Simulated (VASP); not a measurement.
# SrTiO3 (P4/mmm) in VASP: single point with PBE

Aim: the single point of SrTiO3 with PBE.

All numbers are computed with VASP 6.6.1; they aren't measurements. Logs are shortened: lines on timing, memory, paths and dates and some standing lists are left out, and cuts for length are marked.

## (1) The cell of the first run

Symmetry: P4/mmm, No. 123, tetragonal system. The conventional cell has a = 3.788 Å, b = 3.788 Å, c = 3.905 Å, α = 90.00°, β = 90.00°, γ = 90.00°. Within 3.5 Å of Sr (site symmetry 4/mmm) lie 12 O at 2.68 to 2.72 Å and 8 Ti at 3.31 Å. Within 2.5 Å of Ti (site symmetry 4/mmm) lie 6 O at 1.89 to 1.95 Å. Within 2.5 Å of O (site symmetry mmm) lie 2 Ti at 1.89 Å. O (site symmetry 4/mmm) has 2 Ti at 1.95 Å within 2.6 Å.

## (2) Single point, PBE (equal xx and yy strain of -3 %)

File INCAR:

```
SYSTEM = SrTiO3
PREC = Accurate
ENCUT = 600
EDIFF = 1E-6
ISMEAR = -1
SIGMA = 0.05
LREAL = .FALSE.
LASPH = .TRUE.
NELM = 120
ALGO = Normal
ISIF = 2
LWAVE = .FALSE.
LCHARG = .FALSE.
GGA = PE
NBANDS = 28
GGA_COMPAT = .FALSE.
```

File KPOINTS:

```
Automatic mesh
0
G
  7 7 7
  0 0 0
```

File POSCAR:

```
SrTiO3
1.0
    3.7878500000      0.0000000000      0.0000000000
    0.0000000000      3.7878500000      0.0000000000
    0.0000000000      0.0000000000      3.9050000000
Sr Ti O
1 1 3
Direct
    0.0000000000      0.0000000000      0.0000000000
    0.5000000000      0.5000000000      0.5000000000
    0.0000000000      0.5000000000      0.5000000000
    0.5000000000      0.0000000000      0.5000000000
    0.5000000000      0.5000000000      0.0000000000
```

Potentials or basis: VASP PAW PBE potentials, release 64 (Sr_sv, Ti_sv, O).

On the command line:

```console
cat potpaw_PBE.64/Sr_sv/POTCAR potpaw_PBE.64/Ti_sv/POTCAR potpaw_PBE.64/O/POTCAR > POTCAR
mpirun -np 1 vasp_std > vasp.out
```

OUTCAR:

```text
SYSTEM = SrTiO3
   PREC = Accurate
   ENCUT = 600
   EDIFF = 1E-6
   ISMEAR = -1
   LREAL = .FALSE.
   LASPH = .TRUE.
   NELM = 120
   ISIF = 2
   GGA = PE

 ion  position               nearest neighbor table
   1  0.000  0.000  0.000-   5 2.68   5 2.68   5 2.68   5 2.68   4 2.72   3 2.72   4 2.72   3 2.72
                             4 2.72   3 2.72   4 2.72   3 2.72   2 3.31   2 3.31   2 3.31   2 3.31
   2  0.500  0.500  0.500-   3 1.89   4 1.89   4 1.89   3 1.89   5 1.95   5 1.95   1 3.31   1 3.31
                             1 3.31   1 3.31   1 3.31   1 3.31   1 3.31   1 3.31
   3  0.000  0.500  0.500-   2 1.89   2 1.89   1 2.72   1 2.72   1 2.72   1 2.72
   4  0.500  0.000  0.500-   2 1.89   2 1.89   1 2.72   1 2.72   1 2.72   1 2.72
   5  0.500  0.500  0.000-   2 1.95   2 1.95   1 2.68   1 2.68   1 2.68   1 2.68

  LATTYP: Found a simple tetragonal cell.
 ALAT       =     3.7878500000
 C/A-ratio  =     1.0309278351

  Lattice vectors:

 A1 = (   3.7878500000,   0.0000000000,   0.0000000000)
 A2 = (   0.0000000000,   3.7878500000,   0.0000000000)
 A3 = (   0.0000000000,   0.0000000000,   3.9050000000)

Analysis of symmetry for initial positions (statically):
=====================================================================
 Subroutine PRICEL returns:
 Original cell was already a primitive cell.

 Routine SETGRP: Setting up the symmetry group for a
 simple tetragonal supercell.

 Subroutine GETGRP returns: Found 16 space group operations
 (whereof 16 operations were pure point group operations)
 out of a pool of 16 trial point group operations.

The static configuration has the point symmetry D_4h.

Analysis of symmetry for dynamics (positions and initial velocities):
=====================================================================
 Subroutine PRICEL returns:
 Original cell was already a primitive cell.

 Routine SETGRP: Setting up the symmetry group for a
 simple tetragonal supercell.

 Subroutine GETGRP returns: Found 16 space group operations
 (whereof 16 operations were pure point group operations)
 out of a pool of 16 trial point group operations.

The dynamic configuration has the point symmetry D_4h.

 Subroutine INISYM returns: Found 16 space group operations
 (whereof 16 operations are pure point group operations),
 and found     1 'primitive' translations

----------------------------------------------------------------------------------------

                                     Primitive cell

  volume of cell :      56.0282

  direct lattice vectors                    reciprocal lattice vectors
     3.787850000  0.000000000  0.000000000     0.264002006  0.000000000  0.000000000
     0.000000000  3.787850000  0.000000000     0.000000000  0.264002006  0.000000000
     0.000000000  0.000000000  3.905000000     0.000000000  0.000000000  0.256081946

  length of vectors
     3.787850000  3.787850000  3.905000000     0.264002006  0.264002006  0.256081946

  position of ions in fractional coordinates (direct lattice)
     0.000000000  0.000000000  0.000000000
     0.500000000  0.500000000  0.500000000
     0.000000000  0.500000000  0.500000000
     0.500000000  0.000000000  0.500000000
     0.500000000  0.500000000  0.000000000

  ion indices of the primitive-cell ions
   primitive index   ion index
                 1           1
                 2           2
                 3           3
                 4           4
                 5           5

----------------------------------------------------------------------------------------

 KPOINTS: Automatic mesh

Automatic generation of k-mesh.
 Grid dimensions read from file:
 generate k-points for:    7    7    7

 Generating k-lattice:

  Cartesian coordinates                     Fractional coordinates (reciprocal lattice)
     0.037714572  0.000000000  0.000000000     0.142857143  0.000000000  0.000000000
     0.000000000  0.037714572  0.000000000     0.000000000  0.142857143  0.000000000
     0.000000000  0.000000000  0.036583135     0.000000000  0.000000000  0.142857143

  Length of vectors
     0.037714572  0.037714572  0.036583135

  Shift w.r.t. Gamma in fractional coordinates (k-lattice)
     0.000000000  0.000000000  0.000000000

 Subroutine IBZKPT returns following result:
 ===========================================

 Found     40 irreducible k-points:

 Following reciprocal coordinates:
            Coordinates               Weight
  0.000000  0.000000  0.000000      1.000000
  0.142857  0.000000  0.000000      4.000000
  0.285714  0.000000  0.000000      4.000000
  0.428571  0.000000  0.000000      4.000000
  0.142857  0.142857  0.000000      4.000000
  0.285714  0.142857  0.000000      8.000000
[... 16 lines left out ...]
  0.285714  0.000000  0.285714      8.000000
  0.428571  0.000000  0.285714      8.000000
 [... further k-points ...]
   k-points           NKPTS =     40   k-points in BZ     NKDIM =     40   number of bands    NBANDS=     28
   number of dos      NEDOS =    301   number of ions     NIONS =      5
   total plane-waves  NPLWV =  28800
   dimension x,y,z NGX =    30 NGY =   30 NGZ =   32
   dimension x,y,z NGXF=    60 NGYF=   60 NGZF=   64
   ions per type =               1   1   3
   NGX,Y,Z   is equivalent  to a cutoff of  13.17, 13.17, 13.62 a.u.
   NGXF,Y,Z  is equivalent  to a cutoff of  26.33, 26.33, 27.25 a.u.
 SYSTEM =  SrTiO3
   PREC   = accura    normal or accurate (medium, high low for compatibility)
   ISTART =      0    job   : 0-new  1-cont  2-samecut
   ICHARG =      2    charge: 1-file 2-atom 10-const
   ISPIN  =      1    spin polarized calculation?
   LNONCOLLINEAR =      F non collinear calculations
   LSORBIT =      F    spin-orbit coupling
   LASPH  =      T    aspherical Exc in radial PAW
   ENCUT  =  600.0 eV  44.10 Ry    6.64 a.u.   7.57  7.57  7.80*2*pi/ulx,y,z
   NELM   =    120;   NELMIN=  2; NELMDL= -5     # of ELM steps
   EDIFF  = 0.1E-05   stopping-criterion for ELM
   LREAL  =      F    real-space projection
   EDIFFG = 0.1E-04   stopping-criterion for IOM
   NSW    =      0    number of steps for IOM
   IBRION =     -1    ionic relax: 0-MD 1-quasi-New 2-CG
   NFREE  =      0    steps in history (QN), initial steepest desc. (CG)
   ISIF   =      2    stress and relaxation
   ISYM   =      2    0-nonsym 1-usesym 2-fastsym
   POTIM  = 0.5000    time-step for ionic-motion
   TEBEG  =    0.0;   TEEND  =   0.0 temperature during run
   PSTRESS=    0.0 pullay stress
   NELECT =      40.0000    total number of electrons
   NUPDOWN=      -1.0000    fix difference up-down
   EMIN   =  10.00;   EMAX   =-10.00  energy-range for DOS
   EFERMI =   0.00;   METHOD = LEGACY
   ISMEAR =    -1;   SIGMA  =   0.05  broadening in eV -4-tet -1-fermi 0-gaus
   EFERMI_NEDOS =   21; number of points for ismear=-14 and -15
   IALGO  =     38    algorithm
   IMIX   =      4    mixing-type and parameters
     AMIX     =   0.40;   BMIX     =  1.00
     AMIX_MAG =   1.60;   BMIX_MAG =  1.00
  volume/ion in A,a.u.               =      11.21        75.62
  Fermi-wavevector in a.u.,A,eV,Ry     =   1.463163  2.764977 29.127967  2.140845
  Thomas-Fermi vector in A             =   2.579290
   LORBIT       =      0    0 simple, 1 ext, 2 COOP (PROOUT), +10 PAW based schemes
   GGA     = PE    functional components
   LHFCALC =     F    Hartree Fock is set to
   AEXX    =    0.0000 exact exchange contribution
   IVDW    =     0    specifies the selected vdW correction
   LEPSILON=     F    determine dielectric tensor
   LRPA    =     F    only Hartree local field effects (RPA)
 non-spin polarized calculation
  energy-cutoff  :      600.00
  volume of cell :       56.03
 maximum number of plane-waves:      1888
 NGX is ok and might be reduce to    30
   NGX = 15   NGY = 15   NGZ = 15

 number of electron      40.0000006 magnetization

 Free energy of the ion-electron system (eV)
  ---------------------------------------------------
  ext. energy  EPLUGINS =         0.00000000
  ---------------------------------------------------
  free energy    TOTEN  =       -39.79847416 eV

  energy without entropy =      -39.79847416  energy(sigma->0) =      -39.79847416

 E-fermi :   5.6658     XC(G=0): -11.5954

 val. band max:        4.6198401755   @ k =   0.4286   0.4286   0.4286
 cond. band min:       6.6264427182   @ k =   0.0000   0.0000   0.0000
 fundamental gap:      2.0066025428
 Fermi energy:         5.6657950540

 k-point     1 :       0.0000    0.0000    0.0000
  band No.  band energies     occupation
      1     -51.5285      2.00000
      2     -27.9312      2.00000
      3     -27.8322      2.00000
      4     -27.8322      2.00000
      5     -27.7971      2.00000
      6     -12.9895      2.00000
[... 20 lines left out ...]
     27      10.2951      0.00000
     28      11.4714      0.00000

 k-point     2 :       0.1429    0.0000    0.0000
  band No.  band energies     occupation
      1     -51.5280      2.00000
      2     -27.9618      2.00000
      3     -27.8313      2.00000
      4     -27.8152      2.00000
      5     -27.7962      2.00000
      6     -12.9869      2.00000
[... 20 lines left out ...]
     27      10.6895      0.00000
     28      11.9806      0.00000

 k-point     3 :       0.2857    0.0000    0.0000
  band No.  band energies     occupation
      1     -51.5269      2.00000
      2     -28.0184      2.00000
      3     -27.8294      2.00000
      4     -27.7942      2.00000
      5     -27.7887      2.00000
      6     -13.0831      2.00000
[... 20 lines left out ...]
     27      11.5968      0.00000
     28      13.0343      0.00000

 k-point     4 :       0.4286    0.0000    0.0000
  band No.  band energies     occupation
      1     -51.5261      2.00000
      2     -28.0592      2.00000
      3     -27.8278      2.00000
      4     -27.7926      2.00000
      5     -27.7716      2.00000
      6     -13.2101      2.00000
[... 20 lines left out ...]
     27      12.3909      0.00000
     28      12.8788      0.00000

 k-point     5 :       0.1429    0.1429    0.0000
  band No.  band energies     occupation
      1     -51.5275      2.00000
      2     -27.9728      2.00000
      3     -27.8520      2.00000
      4     -27.7967      2.00000
      5     -27.7953      2.00000
      6     -12.9503      2.00000
[... 20 lines left out ...]
     27      11.0213      0.00000
     28      12.3109      0.00000

 k-point     6 :       0.2857    0.1429    0.0000
  band No.  band energies     occupation
      1     -51.5264      2.00000
      2     -28.0091      2.00000
      3     -27.8575      2.00000
      4     -27.7934      2.00000
      5     -27.7842      2.00000
      6     -12.9786      2.00000
[... 463 lines left out ...]
      5     -27.7564      2.00000
      6     -13.1652      2.00000
[... 20 lines left out ...]
     27      11.4283      0.00000
     28      13.1483      0.00000

 k-point    22 :       0.1429    0.0000    0.2857
  band No.  band energies     occupation
      1     -51.5270      2.00000
      2     -27.9929      2.00000
      3     -27.8501      2.00000
      4     -27.8295      2.00000
      5     -27.7584      2.00000
      6     -13.0669      2.00000
[... 20 lines left out ...]
     27      11.7873      0.00000
     28      13.1052      0.00000

 k-point    23 :       0.2857    0.0000    0.2857
  band No.  band energies     occupation
      1     -51.5259      2.00000
      2     -27.9877      2.00000
      3     -27.8714      2.00000
      4     -27.8276      2.00000
      5     -27.7735      2.00000
      6     -12.8867      2.00000
[... 20 lines left out ...]
     27      12.7024      0.00000
     28      13.2559      0.00000

 k-point    24 :       0.4286    0.0000    0.2857
  band No.  band energies     occupation
      1     -51.5251      2.00000
      2     -28.0028      2.00000
      3     -27.8505      2.00000
      4     -27.8260      2.00000
      5     -27.8038      2.00000
      6     -12.8239      2.00000
[... 20 lines left out ...]
     27      13.3513      0.00000
     28      13.6157      0.00000

 [... further k-points ...]

------------------------ aborting loop because EDIFF is reached ----------------------------------------

  FORCE on cell =-STRESS in cart. coord.  units (eV):
  Direction    XX          YY          ZZ          XY          YZ          ZX
  --------------------------------------------------------------------------------------
  -------------------------------------------------------------------------------------
  Total        7.4858063      7.4858063      4.2299705      0.0000000      0.0000000      0.0000000
  in kB      214.0634825    214.0634825    120.9598771      0.0000000      0.0000000      0.0000000
  external PRESSURE =     183.0289474 kB  Pullay stress =       0.0000000 kB

 VOLUME and BASIS-vectors are now :
 -----------------------------------------------------------------------------
  energy-cutoff  :      600.00
  volume of cell :       56.03
      direct lattice vectors                 reciprocal lattice vectors
     3.787850000  0.000000000  0.000000000     0.264002006  0.000000000  0.000000000
     0.000000000  3.787850000  0.000000000     0.000000000  0.264002006  0.000000000
     0.000000000  0.000000000  3.905000000     0.000000000  0.000000000  0.256081946

 POSITION                                       TOTAL-FORCE (eV/Angst)
 -----------------------------------------------------------------------------------
      0.00000      0.00000      0.00000         0.000000      0.000000      0.000000
      1.89393      1.89393      1.95250         0.000000      0.000000      0.000000
      0.00000      1.89393      1.95250         0.000000      0.000000      0.000000
      1.89393      0.00000      1.95250         0.000000      0.000000      0.000000
      1.89393      1.89393      0.00000         0.000000      0.000000      0.000000
 -----------------------------------------------------------------------------------
    total drift:                                0.000000      0.000000     -0.000000

  FREE ENERGIE OF THE ION-ELECTRON SYSTEM (eV)
  ---------------------------------------------------
  free  energy   TOTEN  =       -39.7984741642 eV

  energy  without entropy=      -39.7984741639  energy(sigma->0) =      -39.79847416
```

Wall time 76 s (1 thread of AMD EPYC 7R43 (Zen 3), shared host); peak memory 0.18 GiB.

Results:

```
Free energy            : -39.7985 eV
Pressure               : 18.3 GPa
Band gap on the k mesh : 2.01 eV, indirect (least direct gap 2.25 eV)
```

Levels at points of the mesh, in eV from the valence-band top:
| k point | band 16 | band 17 | band 18 | band 19 | band 20 | band 21 | band 22 | band 23 | band 24 | band 25 |
| --- | --- | --- | --- | --- | --- | --- | --- | --- | --- | --- |
| (0.00, 0.00, 0.00) | -1.18 | -1.18 | -0.28 | -0.24 | -0.24 | 2.01 | 2.01 | 2.07 | 4.66 | 4.91 |

Caveat: the cell differs from its parent crystal (equal xx and yy strain of -3 %). A k mesh can miss the band edges.
